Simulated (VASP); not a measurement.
Set up this calculation in VASP 6.6.1, as the native input.

```yaml
Task: single point
Functional: PBE
Dispersion: D3(BJ)
Potentials_or_basis: VASP PAW PBE potentials, release 64 (Ti_sv, N)
Cutoff: 520 eV
k_mesh: 10 × 10 × 1
Occupations: gaussian, width 0.1 eV
Spin: no spin polarisation
Dipole_correction: yes
Further_INCAR_settings: ALGO = Normal; EDIFF = 1e-07; NBANDS = 34
```

The structure of TiN lies in POSCAR:

```
TiN
1.0
    2.9736794933      0.0000000000      0.0000000000
    0.0000000000      2.9736794933      0.0000000000
    0.0000000000      0.0000000000     18.2054178696
Ti N
3 3
Direct
    0.5000000000      0.5000000000      0.3845009244
    0.0000000000      0.0000000000      0.4980261967
    0.5000000000      0.5000000000      0.6067512316
    0.0000000000      0.0000000000      0.3845009244
    0.5000000000      0.5000000000      0.4962431847
    0.0000000000      0.0000000000      0.6181323059
```

The input as run:

INCAR

```
PREC = Accurate
ENCUT = 520
EDIFF = 1E-7
ISMEAR = 0
SIGMA = 0.1
LREAL = F
LASPH = T
NELM = 100
ALGO = Normal
ISIF = 2
LWAVE = F
LCHARG = F
LDIPOL = T
IDIPOL = 3
DIPOL = 0.5 0.5 0.498
GGA = PE
IVDW = 12
NBANDS = 34
```

KPOINTS

```
Automatic mesh
0
Gamma
  10 10 1
```

Potentials or basis: VASP PAW PBE potentials, release 64 (Ti_sv, N).

Command:

```sh
$ cat potpaw_PBE.64/Ti_sv/POTCAR potpaw_PBE.64/N/POTCAR > POTCAR
$ mpirun -np 1 vasp_std > vasp.out
```

It gave:

```yaml
Largest_force: 1.798 eV/Å
Band_gap_on_the_k_mesh: zero (an odd number of electrons rules out a gap without spin polarisation)
Dispersion_energy_per_atom: -0.319 eV
```

Caveat: an odd number of electrons without spin polarisation forces a metal; a magnetic or distorted state may lie lower.

Run time: 5.4 min on 1 thread of Intel Xeon 8259CL (shared host), peak memory 0.31 GiB.
